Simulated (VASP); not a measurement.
Wanted: the native input for a VASP 6.6.1 run.

* Task: single point
* Functional: PBEsol
* Potentials or basis: VASP PAW PBE potentials, release 64 (Cs_sv)
* Cutoff: 520 eV
* k mesh: 4 × 4 × 4
* Occupations: fermi-dirac, width 0.05 eV
* Spin: non-collinear spin, zero start, spin-orbit coupling
* Starting moments: [[0.0, 0.0, 0.0]] μB
* Dipole correction: no
* Further INCAR settings: ALGO = Fast; EDIFF = 1e-07; NBANDS = 20

The structure of Cs lies in POSCAR:

```
Cs
1.0
   -3.1284650614      3.1284650614      3.1284650614
    3.1284650614     -3.1284650614      3.1284650614
    3.1284650614      3.1284650614     -3.1284650614
Cs
1
Direct
    0.0000000000      0.0000000000      0.0000000000
```

The input as run:

INCAR

```
SYSTEM = Cs
PREC     = Accurate       ! precision mode
ENCUT    = 520            ! plane-wave cutoff, eV
EDIFF    = 1E-7           ! SCF threshold, eV
ISMEAR   = -1             ! smearing method
SIGMA    = 0.05           ! smearing width, eV
LREAL    = .FALSE.        ! projectors in reciprocal space
LASPH    = .TRUE.         ! aspherical terms in the spheres
NELM     = 150            ! most SCF steps
ALGO     = Fast           ! electronic algorithm
ISIF     = 2              ! what is computed and relaxed
LWAVE    = .FALSE.        ! write WAVECAR
LCHARG   = .TRUE.         ! write CHGCAR
MAGMOM   = 0 0 0          ! initial moments
LORBIT   = 11             ! projections on sites
LSORBIT  = .TRUE.         ! spin-orbit coupling
GGA_COMPAT= .FALSE.      
LORBMOM  = .TRUE.       
GGA      = PS             ! functional
LVHAR    = .TRUE.       
NBANDS   = 20             ! bands
```

KPOINTS

```
regular mesh
0
G
  4 4 4
  0 0 0
```

Potentials or basis: VASP PAW PBE potentials, release 64 (Cs_sv).

The run is started by

```sh
$ cat potpaw_PBE.64/Cs_sv/POTCAR > POTCAR
$ mpirun -np 1 vasp_ncl > vasp.out
```

It gave:

- Pressure: -0.2 GPa
- Net moment: 0.00 μB per cell
- Valence electrons inside the program's atomic spheres: Cs 6.55

Caveat: the PAW data sets were made with another functional, which shifts forces and pressure a little.

Wall time 26 s on 1 thread of Intel(R) Xeon(R) 6975P-C (Granite Rapids) (shared host), peak memory 0.47 GiB.
